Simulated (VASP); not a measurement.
Wanted: the native input for a VASP 6.6.1 run.

```yaml
Task: single point
Functional: r2SCAN
Potentials_or_basis: VASP PAW PBE potentials, release 64 (Si, C)
Cutoff: 520 eV
k_mesh: 8 × 8 × 3
Occupations: gaussian, width 0.05 eV
Spin: no spin polarisation
Dipole_correction: no
Further_INCAR_settings: ALGO = Normal; EDIFF = 1e-06; NBANDS = 26
```

The system is SiC.

```
Si C
1.0
    -1.53878   -2.66524    0.00000
     1.53878   -2.66524    0.00000
     0.00000   -2.22121   10.07677
Si C
4 4
Direct
  0.08580 0.08580 0.59404
  0.62748 0.62748 0.09404
  0.85662 0.85662 0.34409
  0.64827 0.64827 0.84409
  0.16415 0.16415 0.40600
  0.28913 0.28913 0.90600
  0.93472 0.93472 0.15666
  0.72637 0.72637 0.65666
```

One way to write it, as run:

POSCAR

```
SiC
1.0
   -1.5387796673     -2.6652445653      0.0000000000
    1.5387796672     -2.6652445654      0.0000000000
   -0.0000000001     -2.2212148208     10.0767691650
Si C
4 4
Direct
    0.0857978574      0.0857978574      0.5940376193
    0.6274811907      0.6274811907      0.0940376193
   -0.1433836289     -0.1433836289      0.3440931819
   -0.3517336289     -0.3517336289      0.8440931819
    0.1641514648      0.1641514648      0.4060040042
    0.2891347981      0.2891347981      0.9060040042
    0.9347180302     -0.0652819698      0.1566641945
    0.7263680302     -0.2736319698      0.6566641945
```

INCAR.step1

```
PREC     = Accurate       # precision mode
ENCUT    = 520            # plane-wave cutoff, eV
ISMEAR   = 0              # smearing method
SIGMA    = 0.05           # smearing width, eV
LREAL    = False          # projectors in reciprocal space
LASPH    = True           # aspherical terms in the spheres
NELM     = 80             # most SCF steps
NBANDS   = 26             # bands
GGA      = PE             # functional
ALGO     = Normal         # electronic algorithm
EDIFF    = 1E-4           # SCF threshold, eV
LWAVE    = True           # write WAVECAR
LCHARG   = False          # write CHGCAR
```

INCAR.step2

```
PREC     = Accurate       # precision mode
ENCUT    = 520            # plane-wave cutoff, eV
EDIFF    = 1E-6           # SCF threshold, eV
ISMEAR   = 0              # smearing method
SIGMA    = 0.05           # smearing width, eV
LREAL    = False          # projectors in reciprocal space
LASPH    = True           # aspherical terms in the spheres
NELM     = 80             # most SCF steps
ALGO     = Normal         # electronic algorithm
ISIF     = 2              # what is computed and relaxed
LWAVE    = False          # write WAVECAR
LCHARG   = False          # write CHGCAR
METAGGA  = R2SCAN         # meta-GGA
LMIXTAU  = True         
NBANDS   = 26             # bands
ISTART   = 1
```

KPOINTS

```
Automatic mesh
0
Gamma
  8 8 3
```

Potentials or basis: VASP PAW PBE potentials, release 64 (Si, C).

Launch:

```bash
$ cat potpaw_PBE.64/Si/POTCAR potpaw_PBE.64/C/POTCAR > POTCAR
$ cp INCAR.step1 INCAR
$ mpirun -np 1 vasp_std > vasp.out
$ cp INCAR.step2 INCAR
$ mpirun -np 1 vasp_std > vasp.out
```

It gave:

```yaml
Pressure: -2.4 GPa
Largest_force: 0.814 eV/Å
Band_gap_on_the_k_mesh: 0.72 eV (least direct gap 1.49 eV)
```

Caveat: the PAW data sets were made with another functional, which shifts forces and pressure a little; an odd mesh through Γ misses points on the zone boundary, where band edges can lie.

It took 4.4 min on 1 thread of Intel(R) Xeon(R) Platinum 8375C CPU @ 2.90GHz (Ice Lake), with other jobs on the host, peak memory 0.26 GiB.
